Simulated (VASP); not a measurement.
The system is TaSi2.

```
Ta Si
1.0
     4.43270    0.00000    0.00000
    -2.21635    3.83883    0.00000
     0.00000    0.00000    2.61179
Ta Si
1 2
Direct
  0.00000 0.00000 0.00000
  0.66667 0.33333 0.50000
  0.33333 0.66667 0.50000
```

The cell was generated, and may not be a known phase.

| Quantity | Value |
| --- | --- |
| Program | VASP 6.6.1 |
| Task | relaxation of cell and atoms |
| Functional | PBE |
| Potentials or basis | VASP PAW PBE potentials, release 64 (Ta_pv, Si) |
| Cutoff | 600 eV |
| k mesh | 12 × 12 × 18 |
| Occupations | gaussian, width 0.1 eV |
| Spin | no spin polarisation |

At the start: pressure 1.1 GPa; volume 14.81 Å³/atom.

**Question.** How do energy, volume and symmetry change on relaxing?

**Answer.** Over 5 steps the energy falls by 3.6 meV/atom and the volume is 14.86 Å³/atom (+0.3 %); space group P6/mmm (No. 191, to 0.1 Å) before and after.

Step by step:
```csv
step,energy change (eV),largest force (eV/Å),pressure (GPa),volume (Å³)
1,0.0000,0.0000,1.15,44.44
2,-0.0065,0.0000,-1.95,45.12
3,-0.0096,0.0000,-0.87,44.87
4,-0.0104,0.0000,0.47,44.45
5,-0.0107,0.0000,0.00,44.59
```

Final structure:
```
Ta Si
1.0
     4.40875    0.00000    0.00000
    -2.20437    3.81809    0.00000
     0.00000    0.00000    2.64924
Ta Si
1 2
Direct
  0.00000 0.00000 0.00000
  0.66667 0.33333 0.50000
  0.33333 0.66667 0.50000
```
